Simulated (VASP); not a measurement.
Runs of VASP 6.6.1 on Ge. The structure is that of space group Fd-3m (No. 227), or close to it. The cells are those of the table. 

```csv
cell,pressure (GPa),largest force (eV/Å)
"a = 4.001, b = 4.001, c = 4.030 Å, angles 59.8, 59.8, 59.5°, 2 atoms",0.3,0.13
"a = 4.001, b = 4.001, c = 3.980 Å, angles 60.2, 60.2, 60.3°, 2 atoms",0.6,0.09
"a = 4.000, b = 4.000, c = 4.010 Å, angles 59.9, 59.9, 59.8°, 2 atoms",(a),0.04
"a = 4.001, b = 4.001, c = 3.960 Å, angles 60.3, 60.3, 60.7°, 2 atoms",0.4,0.17
```

Alike in all rows: task single point; level PBEsol; potentials or basis VASP PAW PBE potentials, release 64 (Ge_d); no spin polarisation; k mesh 14 × 14 × 14; cutoff (eV) 520; smearing gaussian 0.15 eV.

Q: Estimate the missing entries.

A: (a) 0.2.

Caveats: the PAW data sets were made with another functional, which shifts forces and pressure a little.
